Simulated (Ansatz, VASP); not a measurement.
## MnO: VASP beside Ansatz

File INCAR:

```
SYSTEM = MnO
PREC     = Accurate       ! precision mode
ENCUT    = 600            ! plane-wave cutoff, eV
EDIFF    = 1E-6           ! SCF threshold, eV
ISMEAR   = -1             ! smearing method
SIGMA    = 0.05           ! smearing width, eV
LREAL    = .FALSE.        ! projectors in reciprocal space
LASPH    = .TRUE.         ! aspherical terms in the spheres
NELM     = 200            ! most SCF steps
ALGO     = Normal         ! electronic algorithm
ISIF     = 2              ! what is computed and relaxed
LWAVE    = .FALSE.        ! write WAVECAR
LCHARG   = .FALSE.        ! write CHGCAR
ISPIN    = 2              ! spin polarisation
MAGMOM   = 4 0            ! initial moments
LORBIT   = 11             ! projections on sites
NUPDOWN  = 4.0            ! fixed moment
LMAXMIX  = 4              ! l up to which the mixer works
GGA      = PE             ! functional
NBANDS   = 22             ! bands
GGA_COMPAT= .FALSE.
```

Contents of KPOINTS:

```
regular mesh
0
G
  9 9 9
  0 0 0
```

File POSCAR:

```
MnO
1.0
    0.0000000000      2.2239077028      2.2239077028
    2.2239077028      0.0000000000      2.2239077028
    2.2239077028      2.2239077028      0.0000000000
Mn O
1 1
Direct
    0.0000000000      0.0000000000      0.0000000000
    0.5000000000      0.5000000000      0.5000000000
```

The input input.yaml:

```yaml
crystal:
  lattice:
    - [0.0, 2.2239077028, 2.2239077028]
    - [2.2239077028, 0.0, 2.2239077028]
    - [2.2239077028, 2.2239077028, 0.0]
  atoms:
    - { symbol: Mn, position: [0.0, 0.0, 0.0], spin: 4.0 }
    - { symbol: O, position: [0.5, 0.5, 0.5] }
hamiltonian:
  xc: pbe
  pseudopotentials: { kind: paw }
magnetization:
  spin_polarized: true
  initial_magnetization: 4.0
  spin_locking: { lock_magnetization: hard }
kpoints:
  mp_grid: { grid: [9, 9, 9] }
scf:
  occupations: { method: fermi_dirac, width: 0.05 }
  lower_state_search: "off"
output:
  forces: true
  stress: true
  eigenvalues: true
  write_density: true
  write_potential: true
  elf: true
  volumetric_format: npy
```

Alike in both runs: task single point; functional PBE; k mesh 9 × 9 × 9; occupations fermi-dirac, width 0.05 eV; collinear spin; fixed moment 4 μB.

```csv
,VASP,Ansatz
version,VASP 6.6.1,Ansatz 0.2.0
potentials or method,"VASP PAW PBE potentials, release 64 (Mn_sv, O)",Ansatz PAW
plane-wave cutoff (eV),600,420
valence electrons in the cell,21,21
```

```tsv
	VASP	Ansatz	Ansatz less VASP
pressure (GPa)	-14.5	-12.8	+1.70
net moment per atom (μB)	2.00	2.00	0.000
size of the moment on the site where the two differ most (μB)	3.62	3.53	-0.086
```

Site moments also hang on the region over which each program counts them.
